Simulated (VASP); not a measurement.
Wanted: the native input for a VASP 6.6.1 run.

| Property | Result |
| --- | --- |
| Task | single point |
| Functional | PBE |
| Potentials or basis | VASP PAW PBE potentials, release 64 (Na_pv, I) |
| Cutoff | 520 eV |
| k mesh | 4 × 4 × 4 |
| Occupations | gaussian, width 0.01 eV |
| Spin | no spin polarisation |
| Dipole correction | no |
| Further INCAR settings | ALGO = Normal; EDIFF = 1e-07; NBANDS = 14 |

The structure of NaI lies in POSCAR:

```
NaI
1.0
    0.0000000000      3.1005316910      3.1005316910
    3.1005316910      0.0000000000      3.1005316910
    3.1005316910      3.1005316910      0.0000000000
Na I
1 1
Direct
    0.0000000000      0.0000000000      0.0000000000
    0.5000000000      0.5000000000      0.5000000000
```

This cell differs from its parent crystal: strain -4.0%.

These files were run (other wordings do the same):

INCAR

```
SYSTEM = NaI
PREC = Accurate ; ENCUT = 520
EDIFF = 1E-7 ; ISMEAR = 0
SIGMA = 0.01 ; LREAL = .False.
LASPH = .True. ; NELM = 100
ALGO = Normal ; ISIF = 2
LWAVE = .False. ; LCHARG = .False.
GGA = PE ; NBANDS = 14
```

KPOINTS

```
Automatic mesh
0
Gamma
  4 4 4
  0 0 0
```

Potentials or basis: VASP PAW PBE potentials, release 64 (Na_pv, I).

The run is started by

```bash
$ cat potpaw_PBE.64/Na_pv/POTCAR potpaw_PBE.64/I/POTCAR > POTCAR
$ mpirun -np 1 vasp_std > vasp.out
```

Results of the run:

```
Pressure               : 3.5 GPa
Band gap on the k mesh : 4.02 eV, direct
```

Caveat: the k points lie up to 0.44 Å⁻¹ apart; the cell differs from its parent crystal (strain -4.0%); spin-orbit coupling is left out, which moves the levels of the heavy elements.

It took 17 s on 1 thread of Intel(R) Xeon(R) Platinum 8375C CPU @ 2.90GHz (Ice Lake), with other jobs on the host, peak memory 0.19 GiB.
